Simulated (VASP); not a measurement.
A run of VASP 6.6.1:

Contents of INCAR:

```
SYSTEM = AlN
PREC     = Accurate       ! precision mode
ENCUT    = 520            ! plane-wave cutoff, eV
EDIFF    = 1E-8           ! SCF threshold, eV
ISMEAR   = 0              ! smearing method
SIGMA    = 0.01           ! smearing width, eV
LREAL    = .FALSE.        ! projectors in reciprocal space
LASPH    = .TRUE.         ! aspherical terms in the spheres
NELM     = 100            ! most SCF steps
ALGO     = Normal         ! electronic algorithm
ISIF     = 2              ! what is computed and relaxed
LWAVE    = .FALSE.        ! write WAVECAR
LCHARG   = .TRUE.         ! write CHGCAR
GGA      = PS             ! functional
IBRION   = 8              ! ionic algorithm
NSW      = 1              ! ionic steps
LEPSILON = .TRUE.         ! dielectric tensor by DFPT
```

KPOINTS

```
regular mesh
0
G
  6 6 4
  0 0 0
```

File POSCAR:

```
AlN
1.0
    3.1137807606      0.0000000000      0.0000000000
   -1.5568903803      2.6966132405      0.0000000000
    0.0000000000      0.0000000000      4.9836450386
Al N
2 2
Direct
    0.6666666667      0.3333333333      0.4990218942
    0.3333333333      0.6666666667      0.9990218942
    0.6666666667      0.3333333333      0.8809781058
    0.3333333333      0.6666666667      0.3809781058
```

Potentials or basis: VASP PAW PBE potentials, release 64 (Al, N).

Command:

```bash
$ cat potpaw_PBE.64/Al/POTCAR potpaw_PBE.64/N/POTCAR > POTCAR
$ mpirun -np 1 vasp_std > vasp.out
```

Hardware: 1 thread of Intel Xeon 8259CL, on a shared host.

Q: Estimate the wall time of this run.

A: Wall time 5.1 min on 1 thread of Intel Xeon 8259CL (shared host), peak memory 0.25 GiB. Counts: scf iterations 148, k points 21.
